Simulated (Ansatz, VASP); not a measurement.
MgS in VASP and in Ansatz

The input INCAR:

```
SYSTEM = MgS
ALGO = Normal
EDIFF = 1E-6
ENCUT = 520
GGA = PE
ISIF = 2
ISMEAR = -1
LASPH = .True.
LCHARG = .True.
LELF = .True.
LREAL = .False.
LVHAR = .True.
LWAVE = .False.
NBANDS = 11
NELM = 60
PREC = Accurate
SIGMA = 0.28
```

File KPOINTS:

```
k-points
0
Gamma
  8 8 8
  0 0 0
```

POSCAR

```
MgS
1.0
    0.0000000000      2.6016500000      2.6016500000
    2.6016500000      0.0000000000      2.6016500000
    2.6016500000      2.6016500000      0.0000000000
Mg S
1 1
Direct
    0.0000000000      0.0000000000      0.0000000000
    0.5000000000      0.5000000000      0.5000000000
```

Input for Ansatz:

```yaml
crystal:
  lattice:
    - [0.0, 2.60165, 2.60165]
    - [2.60165, 0.0, 2.60165]
    - [2.60165, 2.60165, 0.0]
  atoms:
    - { symbol: Mg, position: [0.0, 0.0, 0.0] }
    - { symbol: S, position: [0.5, 0.5, 0.5] }
kpoints:
  mp_grid: { grid: [8, 8, 8] }
scf:
  occupations: { method: fermi_dirac, width: 0.28 }
hamiltonian:
  xc: pbe
  pseudopotentials: { kind: all_electron, lapw: { basis_error: 0.00025 } }
output:
  forces: true
  stress: true
  eigenvalues: true
```

Alike in both runs: task single point; functional PBE; k mesh 8 × 8 × 8; occupations fermi-dirac, width 0.28 eV; no spin polarisation.

|  | VASP | Ansatz |
| --- | --- | --- |
| version | VASP 6.6.1 | Ansatz 0.2.0 |
| potentials or method | VASP PAW PBE potentials, release 64 (Mg, S), cutoff 520 eV | all-electron LAPW, scalar-relativistic |

```tsv
	VASP	Ansatz	Ansatz less VASP
pressure (GPa)	0.9	1.2	+0.29
```

Ansatz ran all-electron here, and VASP with PAW potentials.
